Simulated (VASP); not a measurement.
# Rh (Fd-3m) in VASP: further runs, part 2 of 2

VASP 6.6.1. The steps go on from the part before.

## Step 4: Single point, BLYP (20.37 Å³/atom)

This run uses another cell than the first one, of 20.37 Å³/atom.

The input, INCAR:

```
PREC = Accurate
ENCUT = 520
EDIFF = 1E-7
ISMEAR = -1
SIGMA = 0.1
LREAL = F
LASPH = T
NELM = 80
ALGO = Normal
ISIF = 2
LWAVE = F
LCHARG = T
GGA = B5
ALDAX = 1.0
AGGAX = 1.0
AGGAC = 1.0
ALDAC = 0.0
LELF = T
LVHAR = T
NBANDS = 22
```

The input, KPOINTS:

```
Automatic mesh
0
Gamma
  11 11 11
```

The input, POSCAR:

```
Rh
1.0
    0.0000000000      2.7308937524      2.7308937524
    2.7308937524      0.0000000000      2.7308937524
    2.7308937524      2.7308937524      0.0000000000
Rh
2
Direct
    0.1250000000      0.1250000000      0.1250000000
    0.8750000000      0.8750000000      0.8750000000
```

Potentials or basis: VASP PAW PBE potentials, release 64 (Rh_pv).

Started as:

```bash
cat potpaw_PBE.64/Rh_pv/POTCAR > POTCAR
mpirun -np 1 vasp_std > vasp.out
```

OUTCAR:

```text
PREC = Accurate
   ENCUT = 520
   EDIFF = 1E-7
   ISMEAR = -1
   LREAL = F
   LASPH = T
   NELM = 80
   ISIF = 2
   GGA = B5

 ion  position               nearest neighbor table
   1  0.125  0.125  0.125-   2 2.37   2 2.37   2 2.37   2 2.37
   2  0.875  0.875  0.875-   1 2.37   1 2.37   1 2.37   1 2.37

  LATTYP: Found a face centered cubic cell.
 ALAT       =     5.4617875048

  Lattice vectors:

 A1 = (   0.0000000000,   2.7308937524,   2.7308937524)
 A2 = (   2.7308937524,   0.0000000000,   2.7308937524)
 A3 = (   2.7308937524,   2.7308937524,   0.0000000000)

Analysis of symmetry for initial positions (statically):
=====================================================================
 Subroutine PRICEL returns:
 Original cell was already a primitive cell.

 Routine SETGRP: Setting up the symmetry group for a
 face centered cubic supercell.

 Subroutine GETGRP returns: Found 48 space group operations
 (whereof 12 operations were pure point group operations)
 out of a pool of 48 trial point group operations.

The static configuration has the point symmetry D_3d.
 The point group associated with its full space group is O_h .

Analysis of symmetry for dynamics (positions and initial velocities):
=====================================================================
 Subroutine PRICEL returns:
 Original cell was already a primitive cell.

 Routine SETGRP: Setting up the symmetry group for a
 face centered cubic supercell.

 Subroutine GETGRP returns: Found 48 space group operations
 (whereof 12 operations were pure point group operations)
 out of a pool of 48 trial point group operations.

The dynamic configuration has the point symmetry D_3d.
 The point group associated with its full space group is O_h .

 Subroutine INISYM returns: Found 48 space group operations
 (whereof 12 operations are pure point group operations),
[... 109 lines left out ...]
   EMIN   =  10.00;   EMAX   =-10.00  energy-range for DOS
   EFERMI =   0.00;   METHOD = LEGACY
   ISMEAR =    -1;   SIGMA  =   0.10  broadening in eV -4-tet -1-fermi 0-gaus
   EFERMI_NEDOS =   21; number of points for ismear=-14 and -15
   IALGO  =     38    algorithm
   IMIX   =      4    mixing-type and parameters
     AMIX     =   0.40;   BMIX     =  1.00
     AMIX_MAG =   1.60;   BMIX_MAG =  1.00
  volume/ion in A,a.u.               =      20.37       137.44
  Fermi-wavevector in a.u.,A,eV,Ry     =   1.478429  2.793826 29.738962  2.185752
  Thomas-Fermi vector in A             =   2.592711
   LORBIT       =      0    0 simple, 1 ext, 2 COOP (PROOUT), +10 PAW based schemes
   GGA     = B5    functional components
   LHFCALC =     F    Hartree Fock is set to
   AEXX    =    0.0000 exact exchange contribution
   IVDW    =     0    specifies the selected vdW correction
   LEPSILON=     F    determine dielectric tensor
   LRPA    =     F    only Hartree local field effects (RPA)
 non-spin polarized calculation
  energy-cutoff  :      520.00
  volume of cell :       40.73
 maximum number of plane-waves:      1113
 NGX is ok and might be reduce to    30
   NGX = 15   NGY = 15   NGZ = 15

 number of electron      30.0000000 magnetization

 Free energy of the ion-electron system (eV)
  ---------------------------------------------------
  ext. energy  EPLUGINS =         0.00000000
  ---------------------------------------------------
  free energy    TOTEN  =       -10.82344310 eV

  energy without entropy =      -10.71817347  energy(sigma->0) =      -10.77080829

 E-fermi :   7.2096     XC(G=0): -10.6523

 val. band max:        7.1908746484   @ k =   0.4545   0.0909   0.0000
 cond. band min:       7.2307473820   @ k =  -0.2727   0.2727   0.0000
 fundamental gap:      0.0398727336
 Fermi energy:         7.2096246425

 k-point     1 :       0.0000    0.0000    0.0000
  band No.  band energies     occupation
      1     -39.8419      2.00000
      2     -39.8419      2.00000
      3     -39.8419      2.00000
      4     -39.1767      2.00000
      5     -39.1767      2.00000
      6     -39.1767      2.00000
[... 589 lines left out ...]
     21      18.6983      0.00000
     22      21.4167      0.00000

 [... further k-points ...]

------------------------ aborting loop because EDIFF is reached ----------------------------------------

  FORCE on cell =-STRESS in cart. coord.  units (eV):
  Direction    XX          YY          ZZ          XY          YZ          ZX
  --------------------------------------------------------------------------------------
  -------------------------------------------------------------------------------------
  Total        2.9628172      2.9628172      2.9628172      0.0000000     -0.0000000      0.0000000
  in kB      116.5389320    116.5389320    116.5389320      0.0000000     -0.0000000      0.0000000
  external PRESSURE =     116.5389320 kB  Pullay stress =       0.0000000 kB

 VOLUME and BASIS-vectors are now :
 -----------------------------------------------------------------------------
  energy-cutoff  :      520.00
  volume of cell :       40.73
      direct lattice vectors                 reciprocal lattice vectors
     0.000000000  2.730893752  2.730893752    -0.183090243  0.183090243  0.183090243
     2.730893752  0.000000000  2.730893752     0.183090243 -0.183090243  0.183090243
     2.730893752  2.730893752  0.000000000     0.183090243  0.183090243 -0.183090243

 POSITION                                       TOTAL-FORCE (eV/Angst)
 -----------------------------------------------------------------------------------
      0.68272      0.68272      0.68272         0.000000      0.000000      0.000000
      4.77906      4.77906      4.77906        -0.000000     -0.000000     -0.000000
 -----------------------------------------------------------------------------------
    total drift:                               -0.000000      0.000000      0.000000

  FREE ENERGIE OF THE ION-ELECTRON SYSTEM (eV)
  ---------------------------------------------------
  free  energy   TOTEN  =       -10.8234431002 eV

  energy  without entropy=      -10.7181734730  energy(sigma->0) =      -10.77080829
```

OSZICAR:

```text
N       E                     dE             d eps       ncg     rms          rms(c)
DAV:   1     0.317513748506E+03    0.31751E+03   -0.19252E+04  2488   0.147E+03
DAV:   2    -0.531124360626E+01   -0.32282E+03   -0.31067E+03  2644   0.441E+02
DAV:   3    -0.112620921117E+02   -0.59508E+01   -0.59175E+01  2776   0.702E+01
DAV:   4    -0.113078126669E+02   -0.45721E-01   -0.45717E-01  3050   0.608E+00
DAV:   5    -0.113085209276E+02   -0.70826E-03   -0.70826E-03  2854   0.732E-01    0.104E+01
DAV:   6    -0.108479524397E+02    0.46057E+00   -0.15458E+00  2770   0.119E+01    0.446E+00
DAV:   7    -0.108299102247E+02    0.18042E-01   -0.21233E-02  2656   0.145E+00    0.246E+00
DAV:   8    -0.108232938022E+02    0.66164E-02   -0.74160E-03  2842   0.831E-01    0.655E-02
DAV:   9    -0.108234092606E+02   -0.11546E-03   -0.24325E-04  2852   0.153E-01    0.333E-02
DAV:  10    -0.108234431235E+02   -0.33863E-04   -0.36738E-05  2722   0.439E-02    0.609E-03
DAV:  11    -0.108234431002E+02    0.23303E-07   -0.89838E-07  3126   0.694E-03
   1 F= -.10823443E+02 E0= -.10770808E+02  d E =-.105270E+00
```

Run time: 1.8 min. Hardware: 1 thread of Intel Xeon 8259CL, shared host; peak memory 0.19 GiB.

What came out:

| Quantity | Value |
| --- | --- |
| Free energy | -10.8234 eV |
| Pressure | 11.7 GPa |
| Band gap on the k mesh | zero (bands 15 and 16 overlap by 1.17 eV) |

Caveat: the cell stands under pressure; the PAW data sets were made with another functional, which shifts forces and pressure a little.

## Step 5: Single point, BLYP (21.25 Å³/atom)

This run uses another cell than the first one, of 21.25 Å³/atom.

The input, INCAR:

```
SYSTEM = Rh
PREC = Accurate
ENCUT = 520
EDIFF = 1E-7
ISMEAR = -1
SIGMA = 0.1
LREAL = .FALSE.
LASPH = .TRUE.
NELM = 100
ALGO = Normal
ISIF = 2
LWAVE = .FALSE.
LCHARG = .TRUE.
GGA = B5
ALDAX = 1.0
AGGAX = 1.0
AGGAC = 1.0
ALDAC = 0.0
LELF = .TRUE.
LVHAR = .TRUE.
NBANDS = 22
```

The input, KPOINTS:

```
regular mesh
0
G
  11 11 11
  0 0 0
```

The input, POSCAR:

```
Rh
1.0
    0.0000000000      2.7699117919      2.7699117919
    2.7699117919      0.0000000000      2.7699117919
    2.7699117919      2.7699117919      0.0000000000
Rh
2
Direct
    0.1250000000      0.1250000000      0.1250000000
    0.8750000000      0.8750000000      0.8750000000
```

Started as:

```bash
cat potpaw_PBE.64/Rh_pv/POTCAR > POTCAR
mpirun -np 1 vasp_std > vasp.out
```

It took 2.1 min on 1 thread of Intel Xeon 8259CL, shared host; peak memory 0.19 GiB.

Results (log left out):

- Free energy: -10.9170 eV
- Pressure: 5.3 GPa
- Band gap on the k mesh: zero (bands 15 and 16 overlap by 1.09 eV)

Levels at points of the mesh, in eV from the Fermi level:
| k point | band 13 | band 14 | band 15 | band 16 | band 17 | band 18 |
| --- | --- | --- | --- | --- | --- | --- |
| (0.00, 0.00, 0.00) | -1.41 | -1.41 | -1.41 | 0.34 | 0.34 | 12.76 |

Caveat: the cell stands under pressure; the PAW data sets were made with another functional, which shifts forces and pressure a little.

## Step 6: Single point, BLYP (22.14 Å³/atom)

The input, INCAR:

```
SYSTEM = Rh
AGGAC = 1.0 ; AGGAX = 1.0
ALDAC = 0.0 ; ALDAX = 1.0
ALGO = Normal ; EDIFF = 1E-6
ENCUT = 520 ; GGA = B5
ISIF = 2 ; ISMEAR = -1
LASPH = .TRUE. ; LCHARG = .FALSE.
LREAL = .FALSE. ; LWAVE = .FALSE.
NBANDS = 22 ; NELM = 100
PREC = Accurate ; SIGMA = 0.1
```

The input, KPOINTS:

```
k-points
0
G
  11 11 11
  0 0 0
```

The input, POSCAR:

```
Rh
1.0
    0.0000000000      2.8078605047      2.8078605047
    2.8078605047      0.0000000000      2.8078605047
    2.8078605047      2.8078605047      0.0000000000
Rh
2
Direct
    0.1250000000      0.1250000000      0.1250000000
    0.8750000000      0.8750000000      0.8750000000
```

Potentials or basis: VASP PAW PBE potentials, release 64 (Rh_pv).

Started as:

```bash
cat potpaw_PBE.64/Rh_pv/POTCAR > POTCAR
mpirun -np 1 vasp_std > vasp.out
```

Wall time 1.7 min (1 thread of Intel Xeon 8259CL, shared host); peak memory 0.19 GiB.

The run converged. Its results:

- Free energy: -10.9483 eV
- Pressure: 0.4 GPa
- Band gap on the k mesh: zero (bands 15 and 16 overlap by 1.03 eV)

Levels at points of the mesh, in eV from the Fermi level:
| k point | band 12 | band 13 | band 14 | band 15 | band 16 | band 17 | band 18 | band 19 |
| --- | --- | --- | --- | --- | --- | --- | --- | --- |
| (0.00, 0.00, 0.00) | -3.60 | -1.33 | -1.33 | -1.33 | 0.30 | 0.30 | 12.50 | 12.50 |

Caveat: the PAW data sets were made with another functional, which shifts forces and pressure a little.

## Step 7: Overview

| cell | k mesh | gap on the mesh (eV) | pressure (GPa) |
| --- | --- | --- | --- |
| a = 3.971 Å, angles 60.0°, 2 atoms | 10 × 10 × 10 | none | 0.4 |
| a = 3.805 Å, angles 60.0°, 2 atoms | 11 × 11 × 11 | none | 19.8 |
| a = 3.862 Å, angles 60.0°, 2 atoms | 11 × 11 × 11 | none | 11.7 |
| a = 3.917 Å, angles 60.0°, 2 atoms | 11 × 11 × 11 | none | 5.3 |
| a = 3.971 Å, angles 60.0°, 2 atoms | 11 × 11 × 11 | none | 0.4 |

Alike in all rows: task single point; level BLYP; potentials or basis VASP PAW PBE potentials, release 64 (Rh_pv); no spin polarisation; cutoff (eV) 520; smearing fermi-dirac 0.1 eV.

Caveats: the PAW data sets were made with another functional, which shifts forces and pressure a little; the cell stands under pressure (at least some runs).

Total energies depend on the potentials used, so only differences within one code and one set of settings carry meaning.
